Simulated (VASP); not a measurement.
# AlInSb2 (P-4m2) in VASP: further runs

AlInSb2 is run at these levels: LDA; tasks: single point.

Program: VASP 6.6.1. These are calculated values, not measurements. Logs are shortened: lines on timing, memory, paths and dates and some standing lists are left out, and cuts for length are marked.

## Step 1: The cell of the first run

The structure is tetragonal, space group P-4m2 (No. 115). The conventional cell has a = 4.757 Å, b = 4.757 Å, c = 5.697 Å, α = 90.00°, β = 90.00°, γ = 90.00°. Al (site symmetry -4m2) has 4 Sb at 2.72 Å within 3.6 Å. In (site symmetry -4m2) has 4 Sb at 2.82 Å within 3.7 Å. Within 3.6 Å of Sb (site symmetry 2mm) lie 2 Al at 2.72 Å and 2 In at 2.82 Å.

## Step 2: Single point, LDA

File INCAR:

```
SYSTEM = AlInSb2
  PREC = Accurate
  ENCUT = 520
  EDIFF = 1E-6
  ISMEAR = 0
  SIGMA = 0.03
  LREAL = .False.
  LASPH = .True.
  NELM = 100
  ALGO = Normal
  ISIF = 2
  LWAVE = .False.
  LCHARG = .True.
  LELF = .True.
  LVHAR = .True.
  NBANDS = 21
```

File KPOINTS:

```
Automatic mesh
0
Gamma
  8 8 6
  0 0 0
```

File POSCAR:

```
AlInSb2
1.0
    4.7570111222      0.0000000000      0.0000000000
    0.0000000000      4.7570111222      0.0000000000
    0.0000000000      0.0000000000      5.6969075175
Al In Sb
1 1 2
Direct
    0.0000000000      0.0000000000      0.0000000000
    0.5000000000      0.5000000000      0.5000000000
    0.0000000000      0.5000000000      0.2333653700
    0.5000000000      0.0000000000      0.7666346300
```

Potentials or basis: VASP PAW LDA potentials, release 64 (Al, In_d, Sb).

Run with:

```console
> cat potpaw_LDA.64/Al/POTCAR potpaw_LDA.64/In_d/POTCAR potpaw_LDA.64/Sb/POTCAR > POTCAR
> mpirun -np 1 vasp_std > vasp.out
```

OUTCAR:

```text
SYSTEM = AlInSb2
   PREC = Accurate
   ENCUT = 520
   EDIFF = 1E-6
   ISMEAR = 0
   LREAL = .False.
   LASPH = .True.
   NELM = 100
   ISIF = 2

 ion  position               nearest neighbor table
   1  0.000  0.000  0.000-   3 2.72   4 2.72   3 2.72   4 2.72
   2  0.500  0.500  0.500-   3 2.82   4 2.82   4 2.82   3 2.82
   3  0.000  0.500  0.233-   1 2.72   1 2.72   2 2.82   2 2.82
   4  0.500  0.000  0.767-   1 2.72   1 2.72   2 2.82   2 2.82

  LATTYP: Found a simple tetragonal cell.
 ALAT       =     4.7570111222
 C/A-ratio  =     1.1975812903

  Lattice vectors:

 A1 = (   4.7570111222,   0.0000000000,   0.0000000000)
 A2 = (   0.0000000000,   4.7570111222,   0.0000000000)
 A3 = (   0.0000000000,   0.0000000000,   5.6969075175)

Analysis of symmetry for initial positions (statically):
=====================================================================
 Subroutine PRICEL returns:
 Original cell was already a primitive cell.

 Routine SETGRP: Setting up the symmetry group for a
 simple tetragonal supercell.

 Subroutine GETGRP returns: Found  8 space group operations
 (whereof  8 operations were pure point group operations)
 out of a pool of 16 trial point group operations.

The static configuration has the point symmetry D_2d.

Analysis of symmetry for dynamics (positions and initial velocities):
=====================================================================
 Subroutine PRICEL returns:
 Original cell was already a primitive cell.

 Routine SETGRP: Setting up the symmetry group for a
 simple tetragonal supercell.

 Subroutine GETGRP returns: Found  8 space group operations
 (whereof  8 operations were pure point group operations)
 out of a pool of 16 trial point group operations.

The dynamic configuration has the point symmetry D_2d.

 Subroutine INISYM returns: Found  8 space group operations
 (whereof  8 operations are pure point group operations),
 and found     1 'primitive' translations

----------------------------------------------------------------------------------------

                                     Primitive cell

  volume of cell :     128.9162

  direct lattice vectors                    reciprocal lattice vectors
     4.757011122  0.000000000  0.000000000     0.210216032  0.000000000  0.000000000
     0.000000000  4.757011122  0.000000000     0.000000000  0.210216032  0.000000000
     0.000000000  0.000000000  5.696907517     0.000000000  0.000000000  0.175533831

  length of vectors
     4.757011122  4.757011122  5.696907517     0.210216032  0.210216032  0.175533831

  position of ions in fractional coordinates (direct lattice)
     0.000000000  0.000000000  0.000000000
     0.500000000  0.500000000  0.500000000
     0.000000000  0.500000000  0.233365370
     0.500000000  0.000000000  0.766634630

  ion indices of the primitive-cell ions
   primitive index   ion index
                 1           1
                 2           2
                 3           3
                 4           4

----------------------------------------------------------------------------------------

 KPOINTS: Automatic mesh

Automatic generation of k-mesh.
 Grid dimensions read from file:
 generate k-points for:    8    8    6

 Generating k-lattice:

  Cartesian coordinates                     Fractional coordinates (reciprocal lattice)
     0.026277004  0.000000000  0.000000000     0.125000000  0.000000000  0.000000000
     0.000000000  0.026277004  0.000000000     0.000000000  0.125000000  0.000000000
     0.000000000  0.000000000  0.029255638     0.000000000  0.000000000  0.166666667

  Length of vectors
     0.026277004  0.026277004  0.029255638

  Shift w.r.t. Gamma in fractional coordinates (k-lattice)
     0.000000000  0.000000000  0.000000000

 Subroutine IBZKPT returns following result:
 ===========================================

 Found     60 irreducible k-points:

 Following reciprocal coordinates:
            Coordinates               Weight
  0.000000  0.000000  0.000000      1.000000
  0.125000  0.000000  0.000000      4.000000
  0.250000  0.000000  0.000000      4.000000
  0.375000  0.000000  0.000000      4.000000
  0.500000  0.000000  0.000000      2.000000
  0.125000  0.125000  0.000000      4.000000
[... 16 lines left out ...]
  0.375000  0.125000  0.166667     16.000000
  0.500000  0.125000  0.166667      8.000000
 [... further k-points ...]
   k-points           NKPTS =     60   k-points in BZ     NKDIM =     60   number of bands    NBANDS=     21
   number of dos      NEDOS =    301   number of ions     NIONS =      4
   total plane-waves  NPLWV =  54432
   dimension x,y,z NGX =    36 NGY =   36 NGZ =   42
   dimension x,y,z NGXF=    72 NGYF=   72 NGZF=   84
   ions per type =               1   1   2
   NGX,Y,Z   is equivalent  to a cutoff of  12.58, 12.58, 12.26 a.u.
   NGXF,Y,Z  is equivalent  to a cutoff of  25.16, 25.16, 24.51 a.u.
 SYSTEM =  AlInSb2
   PREC   = accura    normal or accurate (medium, high low for compatibility)
   ISTART =      0    job   : 0-new  1-cont  2-samecut
   ICHARG =      2    charge: 1-file 2-atom 10-const
   ISPIN  =      1    spin polarized calculation?
   LNONCOLLINEAR =      F non collinear calculations
   LSORBIT =      F    spin-orbit coupling
   LASPH  =      T    aspherical Exc in radial PAW
   ENCUT  =  520.0 eV  38.22 Ry    6.18 a.u.   8.84  8.84 10.59*2*pi/ulx,y,z
   NELM   =    100;   NELMIN=  2; NELMDL= -5     # of ELM steps
   EDIFF  = 0.1E-05   stopping-criterion for ELM
   LREAL  =      F    real-space projection
   EDIFFG = 0.1E-04   stopping-criterion for IOM
   NSW    =      0    number of steps for IOM
   IBRION =     -1    ionic relax: 0-MD 1-quasi-New 2-CG
   NFREE  =      0    steps in history (QN), initial steepest desc. (CG)
   ISIF   =      2    stress and relaxation
   ISYM   =      2    0-nonsym 1-usesym 2-fastsym
   POTIM  = 0.5000    time-step for ionic-motion
   TEBEG  =    0.0;   TEEND  =   0.0 temperature during run
   PSTRESS=    0.0 pullay stress
   NELECT =      26.0000    total number of electrons
   NUPDOWN=      -1.0000    fix difference up-down
   EMIN   =  10.00;   EMAX   =-10.00  energy-range for DOS
   EFERMI =   0.00;   METHOD = LEGACY
   ISMEAR =     0;   SIGMA  =   0.03  broadening in eV -4-tet -1-fermi 0-gaus
   EFERMI_NEDOS =   21; number of points for ismear=-14 and -15
   IALGO  =     38    algorithm
   IMIX   =      4    mixing-type and parameters
     AMIX     =   0.40;   BMIX     =  1.00
     AMIX_MAG =   1.60;   BMIX_MAG =  1.00
  volume/ion in A,a.u.               =      32.23       217.49
  Fermi-wavevector in a.u.,A,eV,Ry     =   0.960056  1.814244 12.540604  0.921708
  Thomas-Fermi vector in A             =   2.089307
   LORBIT       =      0    0 simple, 1 ext, 2 COOP (PROOUT), +10 PAW based schemes
   GGA     = CA    functional components
   LHFCALC =     F    Hartree Fock is set to
   AEXX    =    0.0000 exact exchange contribution
   IVDW    =     0    specifies the selected vdW correction
   LEPSILON=     F    determine dielectric tensor
   LRPA    =     F    only Hartree local field effects (RPA)
 non-spin polarized calculation
 Gauss-broadening in eV      SIGMA  =   0.03
  energy-cutoff  :      520.00
  volume of cell :      128.92
 maximum number of plane-waves:      3504
 NGX is ok and might be reduce to    36

 number of electron      26.0000004 magnetization

 Free energy of the ion-electron system (eV)
  ---------------------------------------------------
  ext. energy  EPLUGINS =         0.00000000
  ---------------------------------------------------
  free energy    TOTEN  =       -17.23745914 eV

  energy without entropy =      -17.23743538  energy(sigma->0) =      -17.23744726

 E-fermi :   4.6790     XC(G=0):  -8.8736

 val. band max:        4.6446052169   @ k =   0.0000   0.0000   0.0000
 cond. band min:       4.7132991490   @ k =   0.0000   0.0000   0.0000
 fundamental gap:      0.0686939321
 Fermi energy:         4.6789521823

 k-point     1 :       0.0000    0.0000    0.0000
  band No.  band energies     occupation
      1      -9.8774      2.00000
      2      -9.8266      2.00000
      3      -9.8266      2.00000
      4      -9.7828      2.00000
      5      -9.7469      2.00000
      6      -6.0456      2.00000
[... 13 lines left out ...]
     20      10.4386      0.00000
     21      11.1357      0.00000

 k-point     2 :       0.1250    0.0000    0.0000
  band No.  band energies     occupation
      1      -9.8747      2.00000
      2      -9.8294      2.00000
      3      -9.8264      2.00000
      4      -9.7815      2.00000
      5      -9.7478      2.00000
      6      -5.9610      2.00000
[... 13 lines left out ...]
     20      10.7190      0.00000
     21      10.9194      0.00000

 k-point     3 :       0.2500    0.0000    0.0000
  band No.  band energies     occupation
      1      -9.8685      2.00000
      2      -9.8360      2.00000
      3      -9.8259      2.00000
      4      -9.7785      2.00000
      5      -9.7500      2.00000
      6      -5.7144      2.00000
[... 13 lines left out ...]
     20      10.3007      0.00000
     21      10.8783      0.00000
[... 457 lines left out ...]
 k-point    23 :       0.3750    0.1250    0.1667
  band No.  band energies     occupation
      1      -9.8628      2.00000
      2      -9.8442      2.00000
      3      -9.8228      2.00000
      4      -9.7744      2.00000
      5      -9.7532      2.00000
      6      -5.1853      2.00000
[... 13 lines left out ...]
     20       9.7026      0.00000
     21      10.3364      0.00000

 k-point    24 :       0.5000    0.1250    0.1667
  band No.  band energies     occupation
      1      -9.8615      2.00000
      2      -9.8462      2.00000
      3      -9.8221      2.00000
      4      -9.7731      2.00000
      5      -9.7541      2.00000
      6      -4.8066      2.00000
[... 13 lines left out ...]
     20      10.2909      0.00000
     21      10.2927      0.00000

 [... further k-points ...]

------------------------ aborting loop because EDIFF is reached ----------------------------------------

  FORCE on cell =-STRESS in cart. coord.  units (eV):
  Direction    XX          YY          ZZ          XY          YZ          ZX
  --------------------------------------------------------------------------------------
  -------------------------------------------------------------------------------------
  Total       -2.9831882     -2.9831882      0.3528029      0.0000000      0.0000000     -0.0000000
  in kB      -37.0752200    -37.0752200      4.3846526      0.0000000      0.0000000     -0.0000000
  external PRESSURE =     -23.2552625 kB  Pullay stress =       0.0000000 kB

 VOLUME and BASIS-vectors are now :
 -----------------------------------------------------------------------------
  energy-cutoff  :      520.00
  volume of cell :      128.92
      direct lattice vectors                 reciprocal lattice vectors
     4.757011122  0.000000000  0.000000000     0.210216032  0.000000000  0.000000000
     0.000000000  4.757011122  0.000000000     0.000000000  0.210216032  0.000000000
     0.000000000  0.000000000  5.696907517     0.000000000  0.000000000  0.175533831

 POSITION                                       TOTAL-FORCE (eV/Angst)
 -----------------------------------------------------------------------------------
      0.00000      0.00000      0.00000         0.000000      0.000000      0.000000
      2.37851      2.37851      2.84845        -0.000000      0.000000      0.000000
      0.00000      2.37851      1.32946         0.000000      0.000000     -0.102695
      2.37851      0.00000      4.36745         0.000000     -0.000000      0.102695
 -----------------------------------------------------------------------------------
    total drift:                                0.000000      0.000000      0.000000

  FREE ENERGIE OF THE ION-ELECTRON SYSTEM (eV)
  ---------------------------------------------------
  free  energy   TOTEN  =       -17.2374591442 eV

  energy  without entropy=      -17.2374353772  energy(sigma->0) =      -17.23744726
```

Wall time 1.9 min (1 thread of AMD EPYC 7R13 (Zen 3), shared host); peak memory 0.27 GiB.

Results:

| Property | Result |
| --- | --- |
| Free energy | -17.2375 eV |
| Pressure | -2.3 GPa |
| Largest force | 0.103 eV/Å |
| Band gap on the k mesh | 0.07 eV |

Forces in eV/Å, atoms in the order of the input:
```
Al   0.000  0.000  0.000
In   0.000  0.000  0.000
Sb   0.000  0.000 -0.103
Sb   0.000  0.000  0.103
```

Caveat: spin-orbit coupling is left out, which moves the levels of the heavy elements. A k mesh can miss the band edges.

## Step 3: Single point, LDA

This run uses another cell than the first one, of the same volume but with other edges.

File INCAR:

```
SYSTEM = AlInSb2
PREC = Accurate
ENCUT = 520
EDIFF = 1E-7
ISMEAR = 0
SIGMA = 0.03
LREAL = .FALSE.
LASPH = .TRUE.
NELM = 60
ALGO = Normal
ISIF = 2
LWAVE = .FALSE.
LCHARG = .TRUE.
GGA = CA
LELF = .TRUE.
LVHAR = .TRUE.
NBANDS = 21
```

File KPOINTS:

```
regular mesh
0
G
  8 8 6
  0 0 0
```

File POSCAR:

```
AlInSb2
1.0
    4.5679015066      0.0000000000      0.0000000000
    0.0000000000      4.5679015066      0.0000000000
    0.0000000000      0.0000000000      6.1783718175
Al In Sb
1 1 2
Direct
    0.0000000000      0.0000000000      0.0000000000
    0.5000000000      0.5000000000      0.5000000000
    0.0000000000      0.5000000000      0.2333653700
    0.5000000000      0.0000000000      0.7666346300
```

Potentials or basis: VASP PAW LDA potentials, release 64 (Al, In_d, Sb).

Run with:

```console
> cat potpaw_LDA.64/Al/POTCAR potpaw_LDA.64/In_d/POTCAR potpaw_LDA.64/Sb/POTCAR > POTCAR
> mpirun -np 1 vasp_std > vasp.out
```

It took 2.1 min on 1 thread of AMD EPYC 7R13 (Zen 3), shared host; peak memory 0.28 GiB.

Results (log left out):

```
Free energy            : -17.4269 eV
Pressure               : -1.9 GPa
Largest force          : 0.036 eV/Å
Band gap on the k mesh : 0.36 eV
```

Forces in eV/Å, atoms in the order of the input:
```
Al   0.000  0.000  0.000
In   0.000  0.000  0.000
Sb   0.000  0.000  0.036
Sb   0.000  0.000 -0.036
```

Stress tensor (GPa, compression positive):
```
-2.37  0.00  0.00
 0.00 -2.37  0.00
 0.00  0.00 -0.97
```

Levels at points of the mesh, in eV from the valence-band top:
```
           k point  band 10  band 11  band 12  band 13  band 14  band 15  band 16  band 17
(0.00, 0.00, 0.00)    -2.33    -0.02     0.00     0.00     0.36     1.12     1.33     3.02
(0.50, 0.00, 0.00)    -2.66    -2.44    -1.36    -0.90     1.78     2.35     4.39     4.43
(0.50, 0.50, 0.00)    -2.13    -2.03    -2.03    -1.91     1.01     1.36     1.36     1.93
(0.00, 0.00, 0.50)    -1.70    -1.70    -1.21    -1.21     1.28     1.47     2.67     2.98
(0.50, 0.00, 0.50)    -1.31    -0.80    -0.78    -0.69     0.65     0.88     3.56     3.69
(0.50, 0.50, 0.50)    -2.95    -2.72    -2.62    -2.62     3.97     4.21     4.21     4.33
```

Caveat: spin-orbit coupling is left out, which moves the levels of the heavy elements.
